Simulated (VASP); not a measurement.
# Se (P3_221) in VASP: a series of runs, part 2 of 2

VASP 6.6.1. The steps go on from the part before.

### Step 3. Single point, PBE

This run uses another cell than the first one, of 29.27 Å³/atom.

The input, INCAR:

```
SYSTEM = Se
ALGO = Normal
EDIFF = 1E-6
ENCUT = 500
GGA = PE
GGA_COMPAT = .False.
ISIF = 2
ISMEAR = 0
LASPH = .True.
LCHARG = .False.
LREAL = .False.
LWAVE = .False.
NBANDS = 16
NELM = 120
PREC = Accurate
SIGMA = 0.01
```

The input, KPOINTS:

```
k-points
0
Gamma
  5 5 4
  0 0 0
```

The input, POSCAR:

```
Se
1.0
    4.4683415662      0.0000000000      0.0000000000
   -2.2341707831      3.8696974550      0.0000000000
    0.0000000000      0.0000000000      5.0780642696
Se
3
Direct
    0.2170000000      0.0000000000      0.1666666667
    0.0000000000      0.2170000000      0.8333333333
    0.7830000000      0.7830000000      0.5000000000
```

Potentials or basis: VASP PAW PBE potentials, release 64 (Se).

On the command line:

```sh
cat potpaw_PBE.64/Se/POTCAR > POTCAR
mpirun -np 1 vasp_std > vasp.out
```

Wall time 43 s (1 thread of AMD EPYC 7R13, shared host); peak memory 0.22 GiB.

It converged, with:

* Free energy: -10.4996 eV
* Pressure: 1.0 GPa
* Largest force: 0.310 eV/Å
* Band gap on the k mesh: 1.18 eV

Forces in eV/Å, atoms in the order of the input:
```
Se   0.310  0.000  0.000
Se  -0.155  0.269  0.000
Se  -0.155 -0.269  0.000
```

Levels at points of the mesh, in eV from the valence-band top:
```
           k point  band 7  band 8  band 9  band 10  band 11  band 12
(0.00, 0.00, 0.00)   -1.86   -1.86   -0.28     1.97     1.97     2.45
(0.00, 0.00, 0.50)   -1.29   -1.29   -1.01     1.31     1.49     1.49
```

### Step 4. Single point, PBE

This run uses another cell than the first one, of 30.35 Å³/atom.

The input, INCAR:

```
PREC     = Accurate       # precision mode
ENCUT    = 500            # plane-wave cutoff, eV
EDIFF    = 1E-6           # SCF threshold, eV
ISMEAR   = 0              # smearing method
SIGMA    = 0.01           # smearing width, eV
LREAL    = False          # projectors in reciprocal space
LASPH    = True           # aspherical terms in the spheres
NELM     = 120            # most SCF steps
ALGO     = Normal         # electronic algorithm
ISIF     = 2              # what is computed and relaxed
LWAVE    = False          # write WAVECAR
LCHARG   = False          # write CHGCAR
GGA      = PE             # functional
NBANDS   = 16             # bands
GGA_COMPAT= False
```

The input, KPOINTS:

```
regular mesh
0
Gamma
  5 5 4
```

The input, POSCAR:

```
Se
1.0
    4.5228389075      0.0000000000      0.0000000000
   -2.2614194538      3.9168935388      0.0000000000
    0.0000000000      0.0000000000      5.1399979865
Se
3
Direct
    0.2170000000      0.0000000000      0.1666666667
    0.0000000000      0.2170000000      0.8333333333
    0.7830000000      0.7830000000      0.5000000000
```

Potentials or basis: VASP PAW PBE potentials, release 64 (Se).

On the command line:

```sh
cat potpaw_PBE.64/Se/POTCAR > POTCAR
mpirun -np 1 vasp_std > vasp.out
```

OUTCAR:

```text
PREC = Accurate
   ENCUT = 500
   EDIFF = 1E-6
   ISMEAR = 0
   LREAL = False
   LASPH = True
   NELM = 120
   ISIF = 2
   GGA = PE

 ion  position               nearest neighbor table
   1  0.217  0.000  0.167-   3 2.41   2 2.41
   2  0.000  0.217  0.833-   1 2.41   3 2.41
   3  0.783  0.783  0.500-   1 2.41   2 2.41

  LATTYP: Found a hexagonal cell.
 ALAT       =     4.5228389075
 C/A-ratio  =     1.1364539157

  Lattice vectors:
[... 507 lines left out ...]

  FORCE on cell =-STRESS in cart. coord.  units (eV):
  Direction    XX          YY          ZZ          XY          YZ          ZX
  --------------------------------------------------------------------------------------
  -------------------------------------------------------------------------------------
  Total       -0.1898987     -0.1898987     -0.8218729      0.0000000      0.0000000      0.0000000
  in kB       -3.3413091     -3.3413094    -14.4610361      0.0000000      0.0000000      0.0000000
  external PRESSURE =      -7.0478849 kB  Pullay stress =       0.0000000 kB

 VOLUME and BASIS-vectors are now :
 -----------------------------------------------------------------------------
  energy-cutoff  :      500.00
  volume of cell :       91.06
      direct lattice vectors                 reciprocal lattice vectors
     4.522838907  0.000000000  0.000000000     0.221100070  0.127652180  0.000000000
    -2.261419454  3.916893539  0.000000000     0.000000000  0.255304360  0.000000000
     0.000000000  0.000000000  5.139997987     0.000000000  0.000000000  0.194552605

 POSITION                                       TOTAL-FORCE (eV/Angst)
 -----------------------------------------------------------------------------------
      0.98146      0.00000      0.85667        -0.049109     -0.000000      0.000000
     -0.49073      0.84997      4.28333         0.024554     -0.042530     -0.000000
      1.77069      3.06693      2.57000         0.024554      0.042530     -0.000000
 -----------------------------------------------------------------------------------
    total drift:                               -0.000001     -0.000001      0.000000

  FREE ENERGIE OF THE ION-ELECTRON SYSTEM (eV)
  ---------------------------------------------------
  free  energy   TOTEN  =       -10.5023690058 eV

  energy  without entropy=      -10.5023690058  energy(sigma->0) =      -10.50236901
```

OSZICAR:

```text
N       E                     dE             d eps       ncg     rms          rms(c)
DAV:   1     0.842224241990E+02    0.84222E+02   -0.70931E+03   544   0.899E+02
DAV:   2    -0.471897603228E+01   -0.88941E+02   -0.84131E+02   752   0.152E+02
DAV:   3    -0.105446743141E+02   -0.58257E+01   -0.58051E+01   608   0.445E+01
DAV:   4    -0.105901168966E+02   -0.45443E-01   -0.45432E-01   768   0.469E+00
DAV:   5    -0.105904557941E+02   -0.33890E-03   -0.33890E-03   624   0.397E-01    0.628E+00
DAV:   6    -0.105251204312E+02    0.65335E-01   -0.39596E-02   632   0.123E+00    0.388E+00
DAV:   7    -0.105028449440E+02    0.22275E-01   -0.79851E-02   616   0.172E+00    0.204E-01
DAV:   8    -0.105021831616E+02    0.66178E-03   -0.99790E-03   616   0.594E-01    0.998E-02
DAV:   9    -0.105023227229E+02   -0.13956E-03   -0.30624E-04   752   0.115E-01    0.320E-02
DAV:  10    -0.105023656887E+02   -0.42966E-04   -0.64755E-05   600   0.529E-02    0.874E-03
DAV:  11    -0.105023692127E+02   -0.35241E-05   -0.10535E-05   728   0.186E-02    0.407E-03
DAV:  12    -0.105023690058E+02    0.20692E-06   -0.22259E-06   624   0.920E-03
   1 F= -.10502369E+02 E0= -.10502369E+02  d E =-.339512E-54
```

stdout:

```text
POSCAR found type information on POSCAR Se
 POSCAR found :  1 types and       3 ions
 scaLAPACK will be used
 LDA part: xc-table for (Slater+PW92), standard interpolation
 POSCAR, INCAR and KPOINTS ok, starting setup
 FFT: planning ... GRIDC
 FFT: planning ... GRID_SOFT
 FFT: planning ... GRID
 WAVECAR not read
 entering main loop
```

Wall time 41 s (1 thread of AMD EPYC 7R13, shared host); peak memory 0.21 GiB.

Results:

- Free energy: -10.5024 eV
- Pressure: -0.7 GPa
- Largest force: 0.049 eV/Å
- Band gap on the k mesh: 1.14 eV

Forces in eV/Å, atoms in the order of the input:
```
Se  -0.049  0.000  0.000
Se   0.025 -0.043  0.000
Se   0.025  0.043  0.000
```

A k mesh can miss the band edges. PBE gaps usually lie below the measured ones, often by a third to a half.

### Step 5. Overview

| cell | gap on the mesh (eV) | pressure (GPa) | largest force (eV/Å) |
| --- | --- | --- | --- |
| a = 4.412, b = 4.412, c = 5.015 Å, angles 90.0, 90.0, 120.0°, 3 atoms | 1.22 | 3.1 | 0.72 |
| a = 4.468, b = 4.468, c = 5.078 Å, angles 90.0, 90.0, 120.0°, 3 atoms | 1.18 | 1.0 | 0.31 |
| a = 4.523, b = 4.523, c = 5.140 Å, angles 90.0, 90.0, 120.0°, 3 atoms | 1.14 | -0.7 | 0.05 |

Alike in all rows: task single point; level PBE; potentials or basis VASP PAW PBE potentials, release 64 (Se); no spin polarisation; k mesh 5 × 5 × 4; cutoff (eV) 500; smearing gaussian 0.01 eV.

Caveats: the cell stands under pressure (at least some runs).

Absolute energies hang on the potentials; compare differences alone.
